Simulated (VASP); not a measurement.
# Mo (a cell with a defect) in VASP: single point with PBE

Aim: the single point of Mo (a cell with a defect) with PBE.

Program: VASP 6.6.1. These are calculated values, not measurements. Logs are shortened: lines on timing, memory, paths and dates and some standing lists are left out, and cuts for length are marked.

## (1) The cell of the first run

The cell holds a defect, 19 atoms: a = 6.888 Å, b = 6.888 Å, c = 6.888 Å, α = 80.92°, β = 80.92°, γ = 80.92°.

## (2) Single point, PBE (atoms taken out, then relaxed in part)

INCAR reads:

```
PREC = Accurate
ENCUT = 520
EDIFF = 1E-7
ISMEAR = 0
SIGMA = 0.1
LREAL = Auto
LASPH = True
NELM = 100
ALGO = Normal
ISIF = 2
LWAVE = False
LCHARG = True
GGA = PE
LELF = True
LVHAR = True
NBANDS = 148
```

KPOINTS reads:

```
regular mesh
0
Gamma
  4 4 4
```

POSCAR reads:

```
Mo
1.0
   -4.7409032626     -4.7409032626      1.5803010875
   -4.7409032626      1.5803010875     -4.7409032626
    1.5803010875     -4.7409032626     -4.7409032626
Mo
19
Direct
    0.4017092705      0.8980688079      0.8980688079
    0.8980688079      0.4017092705      0.8980688079
    0.8980688079      0.8980688079      0.4017092705
    0.5995639348      0.5995639348      0.5995639348
    0.1982907295      0.7019311921      0.7019311921
    0.7019311921      0.1982907295      0.7019311921
    0.3000000000      0.3000000000      0.8000000000
    0.7019311921      0.7019311921      0.1982907295
    0.3000000000      0.8000000000      0.3000000000
    0.8000000000      0.3000000000      0.3000000000
    0.4004442809      0.4004442809      0.4004442809
   -0.0004827564      0.5027113946      0.5027113946
    0.5027113946     -0.0004827564      0.5027113946
    0.0972886054      0.0972886054      0.6004827564
    0.5027113946      0.5027113946     -0.0004827564
    0.0972886054      0.6004827564      0.0972886054
    0.6004827564      0.0972886054      0.0972886054
    0.1995557191      0.1995557191      0.1995557191
    0.0004360652      0.0004360652      0.0004360652
```

Potentials or basis: VASP PAW PBE potentials, release 64 (Mo_sv).

On the command line:

```sh
$ cat potpaw_PBE.64/Mo_sv/POTCAR > POTCAR
$ mpirun -np 1 vasp_std > vasp.out
```

OUTCAR:

```text
PREC = Accurate
   ENCUT = 520
   EDIFF = 1E-7
   ISMEAR = 0
   LREAL = Auto
   LASPH = True
   NELM = 100
   ISIF = 2
   GGA = PE

 ion  position               nearest neighbor table
   1  0.402  0.898  0.898-  13 2.71  15 2.71   5 2.72  17 2.72   9 2.75   7 2.75  19 2.75   4 3.14
                             8 3.16   6 3.16  14 3.17  16 3.17  18 3.18
   2  0.898  0.402  0.898-  12 2.71  15 2.71   6 2.72  16 2.72   7 2.75  10 2.75  19 2.75   4 3.14
                             8 3.16   5 3.16  17 3.17  14 3.17  18 3.18
   3  0.898  0.898  0.402-  12 2.71  13 2.71   8 2.72  14 2.72  10 2.75   9 2.75  19 2.75   4 3.14
                             6 3.16   5 3.16  17 3.17  16 3.17  18 3.18
   4  0.600  0.600  0.600-  11 2.73  12 2.73  13 2.73  15 2.73   5 2.75   8 2.75   6 2.75   1 3.14
                             3 3.14   2 3.14   7 3.16   9 3.16  10 3.16
   5  0.198  0.702  0.702-  16 2.71  14 2.71   1 2.72  12 2.72   9 2.75   7 2.75   4 2.75  19 3.14
                             3 3.16   2 3.16  13 3.17  15 3.17  11 3.18
   6  0.702  0.198  0.702-  14 2.71  17 2.71   2 2.72  13 2.72  10 2.75   7 2.75   4 2.75  19 3.14
                             3 3.16   1 3.16  12 3.17  15 3.17  11 3.18
   7  0.300  0.300  0.800-  11 2.74  18 2.74   1 2.75   2 2.75   5 2.75   6 2.75  14 2.76  15 2.76
                            13 3.15  12 3.15  17 3.15  16 3.15  19 3.16   4 3.16
   8  0.702  0.702  0.198-  16 2.71  17 2.71   3 2.72  15 2.72  10 2.75   9 2.75   4 2.75  19 3.14
                             1 3.16   2 3.16  12 3.17  13 3.17  11 3.18
   9  0.300  0.800  0.300-  11 2.74  18 2.74   1 2.75   3 2.75   5 2.75   8 2.75  16 2.76  13 2.76
                            12 3.15  15 3.15  17 3.15  14 3.15  19 3.16   4 3.16
  10  0.800  0.300  0.300-  11 2.74  18 2.74   3 2.75   2 2.75   6 2.75   8 2.75  17 2.76  12 2.76
                            13 3.15  15 3.15  16 3.15  14 3.15  19 3.16   4 3.16
  11  0.400  0.400  0.400-   4 2.73   7 2.74   9 2.74  10 2.74  12 2.75  13 2.75  15 2.75  18 2.75
                             6 3.18   5 3.18   8 3.18  17 3.19  14 3.19  16 3.19
  12  1.000  0.503  0.503-   2 2.71   3 2.71   5 2.72   4 2.73  11 2.75  10 2.76  14 2.77  16 2.77
                             7 3.15   9 3.15   8 3.17   6 3.17  18 3.19
  13  0.503  1.000  0.503-   1 2.71   3 2.71   6 2.72   4 2.73  11 2.75   9 2.76  14 2.77  17 2.77
                            10 3.15   7 3.15   8 3.17   5 3.17  18 3.19
  14  0.097  0.097  0.600-   6 2.71   5 2.71   3 2.72  19 2.73  18 2.75   7 2.76  12 2.77  13 2.77
                             9 3.15  10 3.15   1 3.17   2 3.17  11 3.19
  15  0.503  0.503  1.000-   2 2.71   1 2.71   8 2.72   4 2.73  11 2.75   7 2.76  16 2.77  17 2.77
                            10 3.15   9 3.15   6 3.17   5 3.17  18 3.19
  16  0.097  0.600  0.097-   5 2.71   8 2.71   2 2.72  19 2.73  18 2.75   9 2.76  12 2.77  15 2.77
                            10 3.15   7 3.15   3 3.17   1 3.17  11 3.19
  17  0.600  0.097  0.097-   6 2.71   8 2.71   1 2.72  19 2.73  18 2.75  10 2.76  13 2.77  15 2.77
                             9 3.15   7 3.15   3 3.17   2 3.17  11 3.19
  18  0.200  0.200  0.200-  19 2.73   9 2.74  10 2.74   7 2.74  14 2.75  17 2.75  16 2.75  11 2.75
                             3 3.18   1 3.18   2 3.18  13 3.19  12 3.19  15 3.19
  19  0.000  0.000  0.000-  18 2.73  16 2.73  17 2.73  14 2.73   1 2.75   3 2.75   2 2.75   5 3.14
                             6 3.14   8 3.14  10 3.16   9 3.16   7 3.16

  LATTYP: Found a trigonal (rhomboedric) cell.
 ALAT       =     6.8883727409
 COS(alpha) =     0.1578947368

  Lattice vectors:

 A1 = (  -4.7409032626,  -4.7409032626,   1.5803010875)
 A2 = (  -4.7409032626,   1.5803010875,  -4.7409032626)
 A3 = (   1.5803010875,  -4.7409032626,  -4.7409032626)

Analysis of symmetry for initial positions (statically):
=====================================================================
 Subroutine PRICEL returns:
 Original cell was already a primitive cell.

 Routine SETGRP: Setting up the symmetry group for a
 trigonal (rhombohedral) supercell.

 Subroutine GETGRP returns: Found 12 space group operations
 (whereof  6 operations were pure point group operations)
 out of a pool of 12 trial point group operations.

The static configuration has the point symmetry C_3v.
 The point group associated with its full space group is D_3d.

Analysis of symmetry for dynamics (positions and initial velocities):
=====================================================================
 Subroutine PRICEL returns:
 Original cell was already a primitive cell.

 Routine SETGRP: Setting up the symmetry group for a
 trigonal (rhombohedral) supercell.

 Subroutine GETGRP returns: Found 12 space group operations
 (whereof  6 operations were pure point group operations)
 out of a pool of 12 trial point group operations.

The dynamic configuration has the point symmetry C_3v.
 The point group associated with its full space group is D_3d.

 Subroutine INISYM returns: Found 12 space group operations
 (whereof  6 operations are pure point group operations),
 and found     1 'primitive' translations

----------------------------------------------------------------------------------------

                                     Primitive cell

  volume of cell :     315.7254

  direct lattice vectors                    reciprocal lattice vectors
    -4.740903263 -4.740903263  1.580301088    -0.094918621 -0.094918621  0.063279081
    -4.740903263  1.580301088 -4.740903263    -0.094918621  0.063279081 -0.094918621
     1.580301088 -4.740903263 -4.740903263     0.063279081 -0.094918621 -0.094918621

  length of vectors
     6.888372741  6.888372741  6.888372741     0.148402599  0.148402599  0.148402599

  position of ions in fractional coordinates (direct lattice)
     0.401709270  0.898068808  0.898068808
     0.898068808  0.401709270  0.898068808
     0.898068808  0.898068808  0.401709270
     0.599563935  0.599563935  0.599563935
     0.198290730  0.701931192  0.701931192
     0.701931192  0.198290730  0.701931192
[... 11 lines left out ...]
     0.199555719  0.199555719  0.199555719
     0.000436065  0.000436065  0.000436065

  ion indices of the primitive-cell ions
   primitive index   ion index
                 1           1
                 2           2
                 3           3
                 4           4
                 5           5
                 6           6
[... 11 lines left out ...]
                18          18
                19          19

----------------------------------------------------------------------------------------

 KPOINTS: regular mesh

Automatic generation of k-mesh.
 Grid dimensions read from file:
 generate k-points for:    4    4    4

 Generating k-lattice:

  Cartesian coordinates                     Fractional coordinates (reciprocal lattice)
    -0.023729655 -0.023729655  0.015819770     0.250000000  0.000000000  0.000000000
    -0.023729655  0.015819770 -0.023729655     0.000000000  0.250000000  0.000000000
     0.015819770 -0.023729655 -0.023729655     0.000000000  0.000000000  0.250000000

  Length of vectors
     0.037100650  0.037100650  0.037100650

  Shift w.r.t. Gamma in fractional coordinates (k-lattice)
     0.000000000  0.000000000  0.000000000

 Subroutine IBZKPT returns following result:
 ===========================================

 Found     13 irreducible k-points:

 Following reciprocal coordinates:
            Coordinates               Weight
  0.000000  0.000000  0.000000      1.000000
  0.250000  0.000000  0.000000      6.000000
  0.500000  0.000000  0.000000      3.000000
  0.250000  0.250000  0.000000      6.000000
  0.500000  0.250000  0.000000     12.000000
 -0.250000  0.250000  0.000000      6.000000
  0.500000  0.500000  0.000000      3.000000
  0.250000  0.250000  0.250000      2.000000
  0.500000  0.250000  0.250000      6.000000
 -0.250000  0.250000  0.250000      6.000000
  0.500000  0.500000  0.250000      6.000000
 -0.250000  0.500000  0.250000      6.000000
  0.500000  0.500000  0.500000      1.000000
   k-points           NKPTS =     13   k-points in BZ     NKDIM =     13   number of bands    NBANDS=    148
   number of dos      NEDOS =    301   number of ions     NIONS =     19
   total plane-waves  NPLWV = 157464
   dimension x,y,z NGX =    54 NGY =   54 NGZ =   54
   dimension x,y,z NGXF=   108 NGYF=  108 NGZF=  108
   ions per type =              19
   NGX,Y,Z   is equivalent  to a cutoff of  13.03, 13.03, 13.03 a.u.
   NGXF,Y,Z  is equivalent  to a cutoff of  26.07, 26.07, 26.07 a.u.
 SYSTEM =  unknown system
   PREC   = accura    normal or accurate (medium, high low for compatibility)
   ISTART =      0    job   : 0-new  1-cont  2-samecut
   ICHARG =      2    charge: 1-file 2-atom 10-const
   ISPIN  =      1    spin polarized calculation?
   LNONCOLLINEAR =      F non collinear calculations
   LSORBIT =      F    spin-orbit coupling
   LASPH  =      T    aspherical Exc in radial PAW
   ENCUT  =  520.0 eV  38.22 Ry    6.18 a.u.  12.81 12.81 12.81*2*pi/ulx,y,z
   NELM   =    100;   NELMIN=  2; NELMDL= -5     # of ELM steps
   EDIFF  = 0.1E-06   stopping-criterion for ELM
   LREAL  =      T    real-space projection
   EDIFFG = 0.1E-05   stopping-criterion for IOM
   NSW    =      0    number of steps for IOM
   IBRION =     -1    ionic relax: 0-MD 1-quasi-New 2-CG
   NFREE  =      0    steps in history (QN), initial steepest desc. (CG)
   ISIF   =      2    stress and relaxation
   ISYM   =      2    0-nonsym 1-usesym 2-fastsym
   POTIM  = 0.5000    time-step for ionic-motion
   TEBEG  =    0.0;   TEEND  =   0.0 temperature during run
   PSTRESS=    0.0 pullay stress
   NELECT =     266.0000    total number of electrons
   NUPDOWN=      -1.0000    fix difference up-down
   EMIN   =  10.00;   EMAX   =-10.00  energy-range for DOS
   EFERMI =   0.00;   METHOD = LEGACY
   ISMEAR =     0;   SIGMA  =   0.10  broadening in eV -4-tet -1-fermi 0-gaus
   EFERMI_NEDOS =   21; number of points for ismear=-14 and -15
   IALGO  =     38    algorithm
   IMIX   =      4    mixing-type and parameters
     AMIX     =   0.40;   BMIX     =  1.00
     AMIX_MAG =   1.60;   BMIX_MAG =  1.00
  volume/ion in A,a.u.               =      16.62       112.14
  Fermi-wavevector in a.u.,A,eV,Ry     =   1.546200  2.921893 32.527898  2.390733
  Thomas-Fermi vector in A             =   2.651470
   LORBIT       =      0    0 simple, 1 ext, 2 COOP (PROOUT), +10 PAW based schemes
   GGA     = PE    functional components
   LHFCALC =     F    Hartree Fock is set to
   AEXX    =    0.0000 exact exchange contribution
   IVDW    =     0    specifies the selected vdW correction
   LEPSILON=     F    determine dielectric tensor
   LRPA    =     F    only Hartree local field effects (RPA)
 non-spin polarized calculation
 Gauss-broadening in eV      SIGMA  =   0.10
  energy-cutoff  :      520.00
  volume of cell :      315.73
 maximum number of plane-waves:      8555
 NGX is ok and might be reduce to    54
   NGX = 25   NGY = 25   NGZ = 25

 number of electron     265.9999997 magnetization

 Free energy of the ion-electron system (eV)
  ---------------------------------------------------
  ext. energy  EPLUGINS =         0.00000000
  ---------------------------------------------------
  free energy    TOTEN  =      -204.87841323 eV

  energy without entropy =     -204.82957816  energy(sigma->0) =     -204.85399569

 E-fermi :  11.4772     XC(G=0): -12.9809

 val. band max:       11.4707727056   @ k =  -0.2500   0.2500   0.0000
 cond. band min:      11.4966304898   @ k =   0.5000   0.5000   0.0000
 fundamental gap:      0.0258577843
 Fermi energy:        11.4772207207

 k-point     1 :       0.0000    0.0000    0.0000
  band No.  band energies     occupation
      1     -49.6788      2.00000
      2     -49.5345      2.00000
      3     -49.5345      2.00000
      4     -49.5250      2.00000
      5     -49.5102      2.00000
      6     -49.4627      2.00000
[... 1913 lines left out ...]
    144      13.1180      0.00000
    145      13.1254      0.00000
 [bands above 145 left out]

------------------------ aborting loop because EDIFF is reached ----------------------------------------

  FORCE on cell =-STRESS in cart. coord.  units (eV):
  Direction    XX          YY          ZZ          XY          YZ          ZX
  --------------------------------------------------------------------------------------
  -------------------------------------------------------------------------------------
  Total       -8.5698552     -8.5698552     -8.5698552     -0.5330005     -0.5330005     -0.5330005
  in kB      -43.4885136    -43.4885136    -43.4885136     -2.7047600     -2.7047600     -2.7047600
  external PRESSURE =     -43.4885136 kB  Pullay stress =       0.0000000 kB

 VOLUME and BASIS-vectors are now :
 -----------------------------------------------------------------------------
  energy-cutoff  :      520.00
  volume of cell :      315.73
      direct lattice vectors                 reciprocal lattice vectors
    -4.740903263 -4.740903263  1.580301088    -0.094918621 -0.094918621  0.063279081
    -4.740903263  1.580301088 -4.740903263    -0.094918621  0.063279081 -0.094918621
     1.580301088 -4.740903263 -4.740903263     0.063279081 -0.094918621 -0.094918621

 POSITION                                       TOTAL-FORCE (eV/Angst)
 -----------------------------------------------------------------------------------
     -4.74290     -4.74290     -7.88049        -0.003048     -0.003048      0.011301
     -4.74290     -7.88049     -4.74290        -0.003048      0.011301     -0.003048
     -7.88049     -4.74290     -4.74290         0.011301     -0.003048     -0.003048
     -4.73746     -4.73746     -4.73746        -0.012208     -0.012208     -0.012208
     -3.15860     -3.15860     -6.34222         0.003048      0.003048     -0.011301
     -3.15860     -6.34222     -3.15860         0.003048     -0.011301      0.003048
[... 11 lines left out ...]
     -1.57679     -1.57679     -1.57679        -0.004591     -0.004591     -0.004591
     -0.00345     -0.00345     -0.00345         0.012208      0.012208      0.012208
 -----------------------------------------------------------------------------------
    total drift:                                0.000018      0.000018      0.000018

  FREE ENERGIE OF THE ION-ELECTRON SYSTEM (eV)
  ---------------------------------------------------
  free  energy   TOTEN  =      -204.8784132252 eV

  energy  without entropy=     -204.8295781629  energy(sigma->0) =     -204.85399569
```

Run time: 63 min. Hardware: 1 thread of Intel Xeon 8259CL, shared host; peak memory 0.62 GiB.

Results:

- Free energy: -204.8784 eV
- Pressure: -4.3 GPa
- Largest force: 0.021 eV/Å
- Band gap on the k mesh: zero (bands 133 and 134 overlap by 0.46 eV)

Forces on the atoms (eV/Å):
```
Mo  -0.003 -0.003  0.011
Mo  -0.003  0.011 -0.003
Mo   0.011 -0.003 -0.003
Mo  -0.012 -0.012 -0.012
Mo   0.003  0.003 -0.011
Mo   0.003 -0.011  0.003
Mo   0.000  0.000  0.000
Mo  -0.011  0.003  0.003
Mo   0.000  0.000  0.000
Mo   0.000  0.000  0.000
Mo   0.005  0.005  0.005
Mo  -0.008 -0.008  0.004
Mo  -0.008  0.004 -0.008
Mo  -0.004  0.008  0.008
Mo   0.004 -0.008 -0.008
Mo   0.008 -0.004  0.008
Mo   0.008  0.008 -0.004
Mo  -0.005 -0.005 -0.005
Mo   0.012  0.012  0.012
```

Caveat: the cell differs from its parent crystal (atoms taken out, then relaxed in part).

The gap in the log of VASP goes by the Fermi energy; the results here count the filled bands.